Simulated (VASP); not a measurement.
# Zn (P6_3/mmc) in VASP: single point with PBE

Aim: the single point of Zn with PBE.

Everything below comes from runs of VASP 6.6.1. Logs are shortened: lines on timing, memory, paths and dates and some standing lists are left out, and cuts for length are marked.

## 1. The cell of the first run

Symmetry: P6_3/mmc, No. 194, hexagonal system. The conventional cell has a = 2.665 Å, b = 2.665 Å, c = 4.949 Å, α = 90.00°, β = 90.00°, γ = 120.00°. Zn (site symmetry -6m2) has 12 Zn at 2.66 to 2.91 Å within 3.5 Å.

## 2. Single point, PBE

Contents of INCAR:

```
PREC = Accurate ; ENCUT = 520
EDIFF = 1E-6 ; ISMEAR = 0
SIGMA = 0.1 ; LREAL = False
LASPH = True ; NELM = 60
ALGO = Normal ; ISIF = 2
LWAVE = False ; LCHARG = False
GGA = PE ; NBANDS = 19
```

Contents of KPOINTS:

```
Automatic mesh
0
Gamma
  18 18 8
```

Contents of POSCAR:

```
Zn
1.0
    2.6647000000      0.0000000000      0.0000000000
   -1.3323500000      2.3076978900      0.0000000000
    0.0000000000      0.0000000000      4.9489000000
Zn
2
Direct
    0.3333333333      0.6666666667      0.2500000000
    0.6666666667      0.3333333333      0.7500000000
```

Potentials or basis: VASP PAW PBE potentials, release 64 (Zn).

Command:

```bash
cat potpaw_PBE.64/Zn/POTCAR > POTCAR
mpirun -np 1 vasp_std > vasp.out
```

OUTCAR:

```text
PREC = Accurate
   ENCUT = 520
   EDIFF = 1E-6
   ISMEAR = 0
   LREAL = False
   LASPH = True
   NELM = 60
   ISIF = 2
   GGA = PE

 ion  position               nearest neighbor table
   1  0.333  0.667  0.250-   2 2.91   2 2.91   2 2.91   2 2.91   2 2.91   2 2.91
   2  0.667  0.333  0.750-   1 2.91   1 2.91   1 2.91   1 2.91   1 2.91   1 2.91

  LATTYP: Found a hexagonal cell.
 ALAT       =     2.6647000000
 C/A-ratio  =     1.8572071903

  Lattice vectors:

 A1 = (   2.6647000000,   0.0000000000,   0.0000000000)
 A2 = (  -1.3323500000,   2.3076978900,   0.0000000000)
 A3 = (   0.0000000000,   0.0000000000,   4.9489000000)

Analysis of symmetry for initial positions (statically):
=====================================================================
 Subroutine PRICEL returns:
 Original cell was already a primitive cell.

 Routine SETGRP: Setting up the symmetry group for a
 hexagonal supercell.

 Subroutine GETGRP returns: Found 24 space group operations
 (whereof 12 operations were pure point group operations)
 out of a pool of 24 trial point group operations.

The static configuration has the point symmetry D_3d.
 The point group associated with its full space group is D_6h.

Analysis of symmetry for dynamics (positions and initial velocities):
=====================================================================
 Subroutine PRICEL returns:
 Original cell was already a primitive cell.

 Routine SETGRP: Setting up the symmetry group for a
 hexagonal supercell.

 Subroutine GETGRP returns: Found 24 space group operations
 (whereof 12 operations were pure point group operations)
 out of a pool of 24 trial point group operations.

The dynamic configuration has the point symmetry D_3d.
 The point group associated with its full space group is D_6h.

 Subroutine INISYM returns: Found 24 space group operations
 (whereof 12 operations are pure point group operations),
 and found     1 'primitive' translations

----------------------------------------------------------------------------------------

                                     Primitive cell

  volume of cell :      30.4324

  direct lattice vectors                    reciprocal lattice vectors
     2.664700000  0.000000000  0.000000000     0.375276767  0.216666143  0.000000000
    -1.332350000  2.307697890  0.000000000     0.000000000  0.433332285  0.000000000
     0.000000000  0.000000000  4.948900000     0.000000000  0.000000000  0.202065105

  length of vectors
     2.664700000  2.664699997  4.948900000     0.433332285  0.433332285  0.202065105

  position of ions in fractional coordinates (direct lattice)
     0.333333333  0.666666667  0.250000000
     0.666666667  0.333333333  0.750000000

  ion indices of the primitive-cell ions
   primitive index   ion index
                 1           1
                 2           2

----------------------------------------------------------------------------------------

 KPOINTS: Automatic mesh

Automatic generation of k-mesh.
 Grid dimensions read from file:
 generate k-points for:   18   18    8

 Generating k-lattice:

  Cartesian coordinates                     Fractional coordinates (reciprocal lattice)
     0.020848709  0.012037008  0.000000000     0.055555556  0.000000000  0.000000000
     0.000000000  0.024074016  0.000000000     0.000000000  0.055555556  0.000000000
     0.000000000  0.000000000  0.025258138     0.000000000  0.000000000  0.125000000

  Length of vectors
     0.024074016  0.024074016  0.025258138

  Shift w.r.t. Gamma in fractional coordinates (k-lattice)
     0.000000000  0.000000000  0.000000000

 Subroutine IBZKPT returns following result:
 ===========================================

 Found    185 irreducible k-points:

 Following reciprocal coordinates:
            Coordinates               Weight
  0.000000  0.000000  0.000000      1.000000
  0.055556 -0.000000  0.000000      6.000000
  0.111111 -0.000000  0.000000      6.000000
  0.166667  0.000000  0.000000      6.000000
  0.222222 -0.000000  0.000000      6.000000
  0.277778  0.000000  0.000000      6.000000
[... 16 lines left out ...]
  0.333333  0.111111  0.000000     12.000000
  0.388889  0.111111  0.000000     12.000000
 [... further k-points ...]
   k-points           NKPTS =    185   k-points in BZ     NKDIM =    185   number of bands    NBANDS=     19
   number of dos      NEDOS =    301   number of ions     NIONS =      2
   total plane-waves  NPLWV =  16000
   dimension x,y,z NGX =    20 NGY =   20 NGZ =   40
   dimension x,y,z NGXF=    40 NGYF=   40 NGZF=   80
   ions per type =               2
   NGX,Y,Z   is equivalent  to a cutoff of  12.48, 12.48, 13.44 a.u.
   NGXF,Y,Z  is equivalent  to a cutoff of  24.96, 24.96, 26.87 a.u.
 SYSTEM =  unknown system
   PREC   = accura    normal or accurate (medium, high low for compatibility)
   ISTART =      0    job   : 0-new  1-cont  2-samecut
   ICHARG =      2    charge: 1-file 2-atom 10-const
   ISPIN  =      1    spin polarized calculation?
   LNONCOLLINEAR =      F non collinear calculations
   LSORBIT =      F    spin-orbit coupling
   LASPH  =      T    aspherical Exc in radial PAW
   ENCUT  =  520.0 eV  38.22 Ry    6.18 a.u.   4.95  4.95  9.20*2*pi/ulx,y,z
   NELM   =     60;   NELMIN=  2; NELMDL= -5     # of ELM steps
   EDIFF  = 0.1E-05   stopping-criterion for ELM
   LREAL  =      F    real-space projection
   EDIFFG = 0.1E-04   stopping-criterion for IOM
   NSW    =      0    number of steps for IOM
   IBRION =     -1    ionic relax: 0-MD 1-quasi-New 2-CG
   NFREE  =      0    steps in history (QN), initial steepest desc. (CG)
   ISIF   =      2    stress and relaxation
   ISYM   =      2    0-nonsym 1-usesym 2-fastsym
   POTIM  = 0.5000    time-step for ionic-motion
   TEBEG  =    0.0;   TEEND  =   0.0 temperature during run
   PSTRESS=    0.0 pullay stress
   NELECT =      24.0000    total number of electrons
   NUPDOWN=      -1.0000    fix difference up-down
   EMIN   =  10.00;   EMAX   =-10.00  energy-range for DOS
   EFERMI =   0.00;   METHOD = LEGACY
   ISMEAR =     0;   SIGMA  =   0.10  broadening in eV -4-tet -1-fermi 0-gaus
   EFERMI_NEDOS =   21; number of points for ismear=-14 and -15
   IALGO  =     38    algorithm
   IMIX   =      4    mixing-type and parameters
     AMIX     =   0.40;   BMIX     =  1.00
     AMIX_MAG =   1.60;   BMIX_MAG =  1.00
  volume/ion in A,a.u.               =      15.22       102.68
  Fermi-wavevector in a.u.,A,eV,Ry     =   1.512516  2.858240 31.126104  2.287704
  Thomas-Fermi vector in A             =   2.622430
   LORBIT       =      0    0 simple, 1 ext, 2 COOP (PROOUT), +10 PAW based schemes
   GGA     = PE    functional components
   LHFCALC =     F    Hartree Fock is set to
   AEXX    =    0.0000 exact exchange contribution
   IVDW    =     0    specifies the selected vdW correction
   LEPSILON=     F    determine dielectric tensor
   LRPA    =     F    only Hartree local field effects (RPA)
 non-spin polarized calculation
 Gauss-broadening in eV      SIGMA  =   0.10
  energy-cutoff  :      520.00
  volume of cell :       30.43
 maximum number of plane-waves:       855
 NGX is ok and might be reduce to    20
   NGX =  9   NGY =  9   NGZ = 19

 number of electron      24.0000012 magnetization

 Free energy of the ion-electron system (eV)
  ---------------------------------------------------
  ext. energy  EPLUGINS =         0.00000000
  ---------------------------------------------------
  free energy    TOTEN  =        -2.21601800 eV

  energy without entropy =       -2.21347542  energy(sigma->0) =       -2.21474671

 E-fermi :   3.2611     XC(G=0): -11.5498

 val. band max:        3.2532926485   @ k =   0.3333   0.3333   0.0000
 cond. band min:       3.2871009601   @ k =   0.3333   0.2222   0.2500
 fundamental gap:      0.0338083116
 Fermi energy:         3.2610703007

 k-point     1 :       0.0000    0.0000    0.0000
  band No.  band energies     occupation
      1      -7.2893      2.00000
      2      -5.4983      2.00000
      3      -4.8042      2.00000
      4      -4.5755      2.00000
      5      -4.5755      2.00000
      6      -4.5258      2.00000
[... 11 lines left out ...]
     18      22.1838      0.00000
     19      22.1843      0.00000

 k-point     2 :       0.0556   -0.0000    0.0000
  band No.  band energies     occupation
      1      -7.1976      2.00000
      2      -5.4583      2.00000
      3      -4.7948      2.00000
      4      -4.5846      2.00000
      5      -4.5540      2.00000
      6      -4.5358      2.00000
[... 11 lines left out ...]
     18      21.3401      0.00000
     19      23.0315      0.00000

 k-point     3 :       0.1111   -0.0000    0.0000
  band No.  band energies     occupation
      1      -6.9260      2.00000
      2      -5.3491      2.00000
      3      -4.7732      2.00000
      4      -4.6052      2.00000
      5      -4.5561      2.00000
      6      -4.4915      2.00000
[... 11 lines left out ...]
     18      20.6859      0.00000
     19      22.2219      0.00000

 k-point     4 :       0.1667    0.0000    0.0000
  band No.  band energies     occupation
      1      -6.4889      2.00000
      2      -5.2082      2.00000
      3      -4.7559      2.00000
      4      -4.6321      2.00000
      5      -4.5367      2.00000
      6      -4.4347      2.00000
[... 11 lines left out ...]
     18      19.4139      0.00000
     19      20.3755      0.00000

 k-point     5 :       0.2222   -0.0000    0.0000
  band No.  band energies     occupation
      1      -5.9360      2.00000
      2      -5.1123      2.00000
      3      -4.7166      2.00000
      4      -4.6426      2.00000
      5      -4.6105      2.00000
      6      -4.4219      2.00000
[... 11 lines left out ...]
     18      18.7873      0.00000
     19      19.0619      0.00000
[... 334 lines left out ...]
      2      -5.0146      2.00000
      3      -4.7823      2.00000
      4      -4.6876      2.00000
      5      -4.6244      2.00000
      6      -4.4831      2.00000
[... 11 lines left out ...]
     18      17.5118      0.00000
     19      18.5817      0.00000

 k-point    22 :       0.2778    0.1111    0.0000
  band No.  band energies     occupation
      1      -5.1145      2.00000
      2      -5.0529      2.00000
      3      -4.8926      2.00000
      4      -4.5565      2.00000
      5      -4.5266      2.00000
      6      -4.4731      2.00000
[... 11 lines left out ...]
     18      16.8633      0.00000
     19      18.0809      0.00000

 k-point    23 :       0.3333    0.1111    0.0000
  band No.  band energies     occupation
      1      -5.1583      2.00000
      2      -5.0756      2.00000
      3      -4.9717      2.00000
      4      -4.5567      2.00000
      5      -4.4798      2.00000
      6      -4.4186      2.00000
[... 11 lines left out ...]
     18      16.3816      0.00000
     19      17.6927      0.00000

 k-point    24 :       0.3889    0.1111    0.0000
  band No.  band energies     occupation
      1      -5.1982      2.00000
      2      -5.1001      2.00000
      3      -5.0189      2.00000
      4      -4.5727      2.00000
      5      -4.4556      2.00000
      6      -4.4312      2.00000
[... 11 lines left out ...]
     18      16.0850      0.00000
     19      17.4540      0.00000

 [... further k-points ...]
[... 5 lines left out ...]
  --------------------------------------------------------------------------------------
  -------------------------------------------------------------------------------------
  Total       -0.0701951     -0.0701951      0.1203320      0.0000000      0.0000000      0.0000000
  in kB       -3.6955678     -3.6955678      6.3351316      0.0000000      0.0000000      0.0000000
  external PRESSURE =      -0.3520013 kB  Pullay stress =       0.0000000 kB

 VOLUME and BASIS-vectors are now :
 -----------------------------------------------------------------------------
  energy-cutoff  :      520.00
  volume of cell :       30.43
      direct lattice vectors                 reciprocal lattice vectors
     2.664700000  0.000000000  0.000000000     0.375276767  0.216666143  0.000000000
    -1.332350000  2.307697890  0.000000000     0.000000000  0.433332285  0.000000000
     0.000000000  0.000000000  4.948900000     0.000000000  0.000000000  0.202065105

 POSITION                                       TOTAL-FORCE (eV/Angst)
 -----------------------------------------------------------------------------------
     -0.00000      1.53847      1.23723         0.000000     -0.000000      0.000000
      1.33235      0.76923      3.71168        -0.000000      0.000000      0.000000
 -----------------------------------------------------------------------------------
    total drift:                                0.000000     -0.000000      0.000000

  FREE ENERGIE OF THE ION-ELECTRON SYSTEM (eV)
  ---------------------------------------------------
  free  energy   TOTEN  =        -2.2160180037 eV

  energy  without entropy=       -2.2134754183  energy(sigma->0) =       -2.21474671
```

It took 40 s on 1 thread of Intel Xeon Platinum 8488C (Sapphire Rapids), shared host; peak memory 0.2 GiB.

What came out:

* Free energy: -2.2160 eV
* Pressure: 0.0 GPa
* Band gap on the k mesh: zero (bands 12 and 13 overlap by 4.67 eV)

The gap in the log of VASP goes by the Fermi energy; the results here count the filled bands.